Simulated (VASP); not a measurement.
# Ge4F in VASP: further runs

The runs below take Ge4F through single point, with PBE+D3(BJ).

Everything below comes from runs of VASP 6.6.1. Logs are shortened: lines on timing, memory, paths and dates and some standing lists are left out, and cuts for length are marked.

**1. The cell of the first run**

The cell holds a slab with vacuum, 5 atoms: a = 4.030 Å, b = 4.030 Å, c = 21.642 Å, α = 90.00°, β = 90.00°, γ = 90.00°.

**2. Single point, PBE+D3(BJ)**

The input, INCAR:

```
PREC     = Accurate       # precision mode
ENCUT    = 520            # plane-wave cutoff, eV
EDIFF    = 1E-6           # SCF threshold, eV
ISMEAR   = 0              # smearing method
SIGMA    = 0.1            # smearing width, eV
LREAL    = False          # projectors in reciprocal space
LASPH    = True           # aspherical terms in the spheres
NELM     = 100            # most SCF steps
ALGO     = Normal         # electronic algorithm
ISIF     = 2              # what is computed and relaxed
LWAVE    = False          # write WAVECAR
LCHARG   = False          # write CHGCAR
LDIPOL   = True         
IDIPOL   = 3            
DIPOL    = 0.5 0.5 0.336
GGA      = PE             # functional
IVDW     = 12             # dispersion correction
NBANDS   = 40             # bands
```

The input, KPOINTS:

```
Automatic mesh
0
Gamma
  7 7 1
```

The input, POSCAR:

```
Ge4F
1.0
    4.0303587907      0.0000000000      0.0000000000
    0.0000000000      4.0303587907      0.0000000000
    0.0000000000      0.0000000000     21.6416627718
Ge F
4 1
Direct
    0.0000000000      0.5000000000      0.1848286817
    0.0000000000      0.0000000000      0.2506714513
    0.5000000000      0.0000000000      0.3196569899
    0.5000000000      0.5000000000      0.3854446333
    1.0000000000      0.5000000000      0.5379282957
```

Potentials or basis: VASP PAW PBE potentials, release 64 (Ge_d, F).

On the command line:

```
> cat potpaw_PBE.64/Ge_d/POTCAR potpaw_PBE.64/F/POTCAR > POTCAR
> mpirun -np 1 vasp_std > vasp.out
```

OUTCAR:

```text
PREC = Accurate
   ENCUT = 520
   EDIFF = 1E-6
   ISMEAR = 0
   LREAL = False
   LASPH = True
   NELM = 100
   ISIF = 2
   GGA = PE
   IVDW = 12
 IVDW          = 12

 ion  position               nearest neighbor table
   1  0.000  0.500  0.185-   2 2.47   2 2.47
   2  0.000  0.000  0.251-   1 2.47   1 2.47   3 2.51   3 2.51
   3  0.500  0.000  0.320-   4 2.47   4 2.47   2 2.51   2 2.51
   4  0.500  0.500  0.385-   3 2.47   3 2.47
   5  0.000  0.500  0.538-

  LATTYP: Found a simple tetragonal cell.
 ALAT       =     4.0303587907
 C/A-ratio  =     5.3696615849

  Lattice vectors:

 A1 = (   4.0303587907,   0.0000000000,   0.0000000000)
 A2 = (   0.0000000000,   4.0303587907,   0.0000000000)
 A3 = (   0.0000000000,   0.0000000000,  21.6416627718)

Analysis of symmetry for initial positions (statically):
=====================================================================
 Subroutine PRICEL returns:
 Original cell was already a primitive cell.

 Routine SETGRP: Setting up the symmetry group for a
 simple tetragonal supercell.

 Subroutine GETGRP returns: Found  4 space group operations
 (whereof  4 operations were pure point group operations)
 out of a pool of 16 trial point group operations.

The static configuration has the point symmetry C_2v.

Analysis of symmetry for dynamics (positions and initial velocities):
=====================================================================
 Subroutine PRICEL returns:
 Original cell was already a primitive cell.

 Routine SETGRP: Setting up the symmetry group for a
 simple tetragonal supercell.

 Subroutine GETGRP returns: Found  4 space group operations
 (whereof  4 operations were pure point group operations)
 out of a pool of 16 trial point group operations.

The dynamic configuration has the point symmetry C_2v.

 Subroutine INISYM returns: Found  4 space group operations
 (whereof  4 operations are pure point group operations),
 and found     1 'primitive' translations

----------------------------------------------------------------------------------------

                                     Primitive cell

  volume of cell :     351.5427

  direct lattice vectors                    reciprocal lattice vectors
     4.030358791  0.000000000  0.000000000     0.248116868  0.000000000  0.000000000
     0.000000000  4.030358791  0.000000000     0.000000000  0.248116868  0.000000000
     0.000000000  0.000000000 21.641662772     0.000000000  0.000000000  0.046207170

  length of vectors
     4.030358791  4.030358791 21.641662772     0.248116868  0.248116868  0.046207170

  position of ions in fractional coordinates (direct lattice)
     0.000000000  0.500000000  0.184828682
     0.000000000  0.000000000  0.250671451
     0.500000000  0.000000000  0.319656990
     0.500000000  0.500000000  0.385444633
     0.000000000  0.500000000  0.537928296

  ion indices of the primitive-cell ions
   primitive index   ion index
                 1           1
                 2           2
                 3           3
                 4           4
                 5           5

----------------------------------------------------------------------------------------

 KPOINTS: Automatic mesh

Automatic generation of k-mesh.
 Grid dimensions read from file:
 generate k-points for:    7    7    1

 Generating k-lattice:

  Cartesian coordinates                     Fractional coordinates (reciprocal lattice)
     0.035445267  0.000000000  0.000000000     0.142857143  0.000000000  0.000000000
     0.000000000  0.035445267  0.000000000     0.000000000  0.142857143  0.000000000
     0.000000000  0.000000000  0.046207170     0.000000000  0.000000000  1.000000000

  Length of vectors
     0.035445267  0.035445267  0.046207170

  Shift w.r.t. Gamma in fractional coordinates (k-lattice)
     0.000000000  0.000000000  0.000000000

 Subroutine IBZKPT returns following result:
 ===========================================

 Found     16 irreducible k-points:

 Following reciprocal coordinates:
            Coordinates               Weight
  0.000000  0.000000  0.000000      1.000000
  0.142857  0.000000  0.000000      2.000000
  0.000000  0.142857  0.000000      2.000000
  0.285714  0.000000  0.000000      2.000000
  0.000000  0.285714  0.000000      2.000000
  0.428571  0.000000  0.000000      2.000000
[... 8 lines left out ...]
 -0.285714  0.428571  0.000000      4.000000
  0.428571  0.428571  0.000000      4.000000
   k-points           NKPTS =     16   k-points in BZ     NKDIM =     16   number of bands    NBANDS=     40
   number of dos      NEDOS =    301   number of ions     NIONS =      5
   total plane-waves  NPLWV = 145800
   dimension x,y,z NGX =    30 NGY =   30 NGZ =  162
   dimension x,y,z NGXF=    60 NGYF=   60 NGZF=  324
   ions per type =               4   1
   NGX,Y,Z   is equivalent  to a cutoff of  12.37, 12.37, 12.44 a.u.
   NGXF,Y,Z  is equivalent  to a cutoff of  24.75, 24.75, 24.89 a.u.
 SYSTEM =  unknown system
   PREC   = accura    normal or accurate (medium, high low for compatibility)
   ISTART =      0    job   : 0-new  1-cont  2-samecut
   ICHARG =      2    charge: 1-file 2-atom 10-const
   ISPIN  =      1    spin polarized calculation?
   LNONCOLLINEAR =      F non collinear calculations
   LSORBIT =      F    spin-orbit coupling
   LASPH  =      T    aspherical Exc in radial PAW
   ENCUT  =  520.0 eV  38.22 Ry    6.18 a.u.   7.49  7.49 40.24*2*pi/ulx,y,z
   NELM   =    100;   NELMIN=  2; NELMDL= -5     # of ELM steps
   EDIFF  = 0.1E-05   stopping-criterion for ELM
   LREAL  =      F    real-space projection
   EDIFFG = 0.1E-04   stopping-criterion for IOM
   NSW    =      0    number of steps for IOM
   IBRION =     -1    ionic relax: 0-MD 1-quasi-New 2-CG
   NFREE  =      0    steps in history (QN), initial steepest desc. (CG)
   ISIF   =      2    stress and relaxation
   ISYM   =      2    0-nonsym 1-usesym 2-fastsym
   POTIM  = 0.5000    time-step for ionic-motion
   TEBEG  =    0.0;   TEEND  =   0.0 temperature during run
   PSTRESS=    0.0 pullay stress
   NELECT =      63.0000    total number of electrons
   NUPDOWN=      -1.0000    fix difference up-down
   EMIN   =  10.00;   EMAX   =-10.00  energy-range for DOS
   EFERMI =   0.00;   METHOD = LEGACY
   ISMEAR =     0;   SIGMA  =   0.10  broadening in eV -4-tet -1-fermi 0-gaus
   EFERMI_NEDOS =   21; number of points for ismear=-14 and -15
   IALGO  =     38    algorithm
   IMIX   =      4    mixing-type and parameters
     AMIX     =   0.40;   BMIX     =  1.00
     AMIX_MAG =   1.60;   BMIX_MAG =  1.00
  volume/ion in A,a.u.               =      70.31       474.47
  Fermi-wavevector in a.u.,A,eV,Ry     =   0.922987  1.744193 11.590876  0.851905
  Thomas-Fermi vector in A             =   2.048574
   LORBIT       =      0    0 simple, 1 ext, 2 COOP (PROOUT), +10 PAW based schemes
   GGA     = PE    functional components
   LHFCALC =     F    Hartree Fock is set to
   AEXX    =    0.0000 exact exchange contribution
   IVDW    =    12    specifies the selected vdW correction
   LEPSILON=     F    determine dielectric tensor
   LRPA    =     F    only Hartree local field effects (RPA)
 non-spin polarized calculation
 Gauss-broadening in eV      SIGMA  =   0.10
  energy-cutoff  :      520.00
  volume of cell :      351.54
 maximum number of plane-waves:      9517
 NGX is ok and might be reduce to    30
   NGX = 15   NGY = 15   NGZ = 81

 number of electron      62.9999894 magnetization

 dipolmoment           0.000000      0.000000      0.503693 electrons x Angstroem

 Free energy of the ion-electron system (eV)
  ---------------------------------------------------
  ext. energy  EPLUGINS =         0.00000000
  ---------------------------------------------------
  free energy    TOTEN  =       -16.51651505 eV

  energy without entropy =      -16.44801607  energy(sigma->0) =      -16.48226556

 E-fermi :  -4.2275     XC(G=0):  -3.9034

 val. band max:       -4.2508253104   @ k =   0.4286   0.0000   0.0000
 cond. band min:      -4.2252329483   @ k =   0.2857   0.2857   0.0000
 fundamental gap:      0.0255923621
 Fermi energy:        -4.2275261028

 k-point     1 :       0.0000    0.0000    0.0000
  band No.  band energies     occupation
      1     -28.8244      2.00000
      2     -28.7896      2.00000
      3     -28.7421      2.00000
      4     -28.7244      2.00000
      5     -28.6690      2.00000
      6     -28.5583      2.00000
[... 32 lines left out ...]
     39       0.4856      0.00000
     40       1.7831      0.00000

 k-point     2 :       0.1429    0.0000    0.0000
  band No.  band energies     occupation
      1     -28.8237      2.00000
      2     -28.7898      2.00000
      3     -28.7423      2.00000
      4     -28.7244      2.00000
      5     -28.6689      2.00000
      6     -28.5587      2.00000
[... 32 lines left out ...]
     39       0.6402      0.00000
     40       2.1700      0.00000

 k-point     3 :       0.0000    0.1429    0.0000
  band No.  band energies     occupation
      1     -28.8244      2.00000
      2     -28.7902      2.00000
      3     -28.7423      2.00000
      4     -28.7244      2.00000
      5     -28.6664      2.00000
      6     -28.5609      2.00000
[... 32 lines left out ...]
     39       0.8490      0.00000
     40       1.9844      0.00000

 k-point     4 :       0.2857    0.0000    0.0000
  band No.  band energies     occupation
      1     -28.8222      2.00000
      2     -28.7902      2.00000
      3     -28.7428      2.00000
      4     -28.7245      2.00000
      5     -28.6686      2.00000
      6     -28.5588      2.00000
[... 32 lines left out ...]
     39       1.5830      0.00000
     40       1.9394      0.00000
[... 428 lines left out ...]
     39       2.0975      0.00000
     40       2.4752      0.00000

 k-point    15 :      -0.2857    0.4286    0.0000
  band No.  band energies     occupation
      1     -28.8228      2.00000
      2     -28.7929      2.00000
      3     -28.7436      2.00000
      4     -28.7125      2.00000
      5     -28.6713      2.00000
      6     -28.5673      2.00000
[... 32 lines left out ...]
     39       2.1553      0.00000
     40       2.8479      0.00000

 k-point    16 :       0.4286    0.4286    0.0000
  band No.  band energies     occupation
      1     -28.8216      2.00000
      2     -28.7933      2.00000
      3     -28.7439      2.00000
      4     -28.7127      2.00000
      5     -28.6713      2.00000
      6     -28.5666      2.00000
[... 32 lines left out ...]
     39       2.1451      0.00000
     40       2.7290      0.00000

------------------------ aborting loop because EDIFF is reached ----------------------------------------

 vacuum level on the upper side and lower side of the slab       (xc-potential included)         2.726        -2.747

 Edisp (eV)   -0.88103

 E8    (eV) :    -0.4077

  FORCE on cell =-STRESS in cart. coord.  units (eV):
  Direction    XX          YY          ZZ          XY          YZ          ZX
  --------------------------------------------------------------------------------------
  -------------------------------------------------------------------------------------
  Total      -2.16988     0.40866    -2.15051     0.00000     0.00000     0.00000
  in kB      -9.88938     1.86249    -9.80110     0.00000     0.00000     0.00000
  external pressure =       -5.94 kB  Pullay stress =        0.00 kB

 VOLUME and BASIS-vectors are now :
 -----------------------------------------------------------------------------
  energy-cutoff  :      520.00
  volume of cell :      351.54
      direct lattice vectors                 reciprocal lattice vectors
     4.030358791  0.000000000  0.000000000     0.248116868  0.000000000  0.000000000
     0.000000000  4.030358791  0.000000000     0.000000000  0.248116868  0.000000000
     0.000000000  0.000000000 21.641662772     0.000000000  0.000000000  0.046207170

 POSITION                                       TOTAL-FORCE (eV/Angst)
 -----------------------------------------------------------------------------------
      0.00000      2.01518      4.00000         0.000000      0.000000     -0.079739
      0.00000      0.00000      5.42495         0.000000      0.000000      0.090896
      2.01518      0.00000      6.91791         0.000000      0.000000     -0.004342
      2.01518      2.01518      8.34166         0.000000      0.000000      0.666302
      0.00000      2.01518     11.64166         0.000000      0.000000     -0.673116
 -----------------------------------------------------------------------------------
    total drift:                                0.000000      0.000000     -0.001923

  FREE ENERGIE OF THE ION-ELECTRON SYSTEM (eV)
  ---------------------------------------------------
  free  energy   TOTEN  =       -17.3975457091 eV

  energy  without entropy=      -17.3290467362  energy(sigma->0) =      -17.36329622

 vacuum level on the upper side and lower side of the slab         6.249         0.639
```

It took 4 min on 1 thread of Intel Xeon 6975P-C (Granite Rapids), shared host; peak memory 0.46 GiB.

Results:

```yaml
Free_energy: -17.3975 eV
Largest_force: 0.673 eV/Å
Dispersion_energy_per_atom: -0.176 eV
```

Forces in eV/Å, atoms in the order of the input:
```
Ge   0.000  0.000 -0.080
Ge   0.000  0.000  0.091
Ge   0.000  0.000 -0.004
Ge   0.000  0.000  0.666
F    0.000  0.000 -0.673
```

Levels at points of the mesh, in eV from the Fermi level:
| k point | band 29 | band 30 | band 31 | band 32 | band 33 | band 34 |
| --- | --- | --- | --- | --- | --- | --- |
| (0.00, 0.00, 0.00) | -0.27 | -0.06 | -0.04 | 0.81 | 1.29 | 1.92 |

Caveat: an odd number of electrons without spin polarisation forces a metal; a magnetic or distorted state may lie lower.

**3. Single point, PBE+D3(BJ)**

The input, INCAR:

```
SYSTEM = Ge4F
  PREC = Accurate
  ENCUT = 520
  EDIFF = 1E-6
  ISMEAR = 0
  SIGMA = 0.1
  LREAL = .FALSE.
  LASPH = .TRUE.
  NELM = 60
  ALGO = Normal
  ISIF = 2
  LWAVE = .FALSE.
  LCHARG = .TRUE.
  LDIPOL = .TRUE.
  IDIPOL = 3
  DIPOL = 0.5 0.5 0.336
  GGA = PE
  IVDW = 12
  LELF = .TRUE.
  LVHAR = .TRUE.
  LVACPOTAV = .TRUE.
  NBANDS = 40
```

The input, KPOINTS:

```
regular mesh
0
G
  7 7 1
  0 0 0
```

Edit POSCAR of step 2 so:

```diff
@@ -12,2 +12,2 @@
     0.5000000000      0.5000000000      0.3854446333
-    1.0000000000      0.5000000000      0.5379282957
+    1.0000000000      1.0000000000      0.5379282957
```

Potentials or basis: VASP PAW PBE potentials, release 64 (Ge_d, F).

On the command line:

```
> cat potpaw_PBE.64/Ge_d/POTCAR potpaw_PBE.64/F/POTCAR > POTCAR
> mpirun -np 1 vasp_std > vasp.out
```

Wall time 12 min (1 thread of AMD EPYC 7R13, shared host); peak memory 0.46 GiB.

It converged, with:

- Free energy: -17.3012 eV
- Largest force: 0.480 eV/Å
- Dispersion energy per atom: -0.176 eV

Forces on the atoms (eV/Å):
```
Ge   0.000  0.000 -0.065
Ge   0.000  0.000  0.066
Ge   0.000  0.000 -0.015
Ge   0.000  0.000  0.480
F    0.000  0.000 -0.467
```

Levels at points of the mesh, in eV from the Fermi level:
```
           k point  band 28  band 29  band 30  band 31  band 32  band 33  band 34  band 35  band 36  band 37
(0.00, 0.00, 0.00)    -0.30    -0.16    -0.04    -0.04     0.82     1.33     1.97     2.11     2.43     3.27
```

Caveat: an odd number of electrons without spin polarisation forces a metal; a magnetic or distorted state may lie lower.
